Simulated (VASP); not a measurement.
A run of VASP 6.6.1 is set up as follows.

INCAR

```
PREC     = Accurate       # precision mode
ENCUT    = 520            # plane-wave cutoff, eV
EDIFF    = 1E-7           # SCF threshold, eV
ISMEAR   = 0              # smearing method
SIGMA    = 0.05           # smearing width, eV
LREAL    = F              # projectors in reciprocal space
LASPH    = T              # aspherical terms in the spheres
NELM     = 80             # most SCF steps
ALGO     = Normal         # electronic algorithm
ISIF     = 2              # what is computed and relaxed
LWAVE    = F              # write WAVECAR
LCHARG   = T              # write CHGCAR
GGA      = PS             # functional
LELF     = T              # ELF
LVHAR    = T            
NBANDS   = 18             # bands
```

KPOINTS

```
Automatic mesh
0
Gamma
  6 6 4
```

The input POSCAR:

```
N
1.0
    4.3339221230      0.0000000000      0.0000000000
   -2.1669610615      3.7532866566      0.0000000000
    0.0000000000      0.0000000000      6.4455232292
N
4
Direct
    0.3333333333      0.6666666667      0.3289300400
    0.3333333333      0.6666666667      0.1710699600
    0.6666666667      0.3333333333      0.8289300400
    0.6666666667      0.3333333333      0.6710699600
```

Potentials or basis: VASP PAW PBE potentials, release 64 (N).

Launch:

```console
$ cat potpaw_PBE.64/N/POTCAR > POTCAR
$ mpirun -np 1 vasp_std > vasp.out
```

**Question.** Estimate the pressure.

**Answer.** 21.1 GPa.

**Question.** What does it give for the band gap on the k mesh?

**Answer.** 7.85 eV, indirect (least direct gap 8.27 eV).

**Question.** What does it give for the largest force?

**Answer.** 20.645 eV/Å.

Stress tensor (GPa, compression positive):
```
-0.15  0.00  0.00
 0.00 -0.15  0.00
 0.00  0.00 63.72
```

Caveat: the cell differs from its parent crystal (strain +0.040 along x and y, -0.080 along z); the standard files for N, O and F lose accuracy on very short bonds; the PAW data sets were made with another functional, which shifts forces and pressure a little. A k mesh can miss the band edges.
